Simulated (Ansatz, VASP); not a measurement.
## SnO in VASP and in Ansatz

```
CELL_PARAMETERS angstrom
0.00000 2.53748 2.53748
2.53748 0.00000 2.53748
2.53748 2.53748 0.00000
ATOMIC_POSITIONS crystal
Sn 0.00000 0.00000 0.00000
O 0.50000 0.50000 0.50000
```

Change from the starting cell: volume scaled by 0.975, PAW files.

Alike in both runs: task electric field gradients; functional PBE; k mesh 14 × 14 × 14; occupations fermi-dirac, width 0.03 eV; no spin polarisation.

```csv
,VASP,Ansatz
version,VASP 6.6.1,Ansatz 0.2.0
potentials or method,"VASP PAW PBE potentials, release 64 (Sn_d, O)","PAW with Ansatz's default frozen-core files, scalar-relativistic"
plane-wave cutoff (eV),520,420
valence electrons in the cell,20,20
```

```csv
,VASP,Ansatz,Ansatz less VASP
pressure (GPa),2.5,2.5,-0.01
```
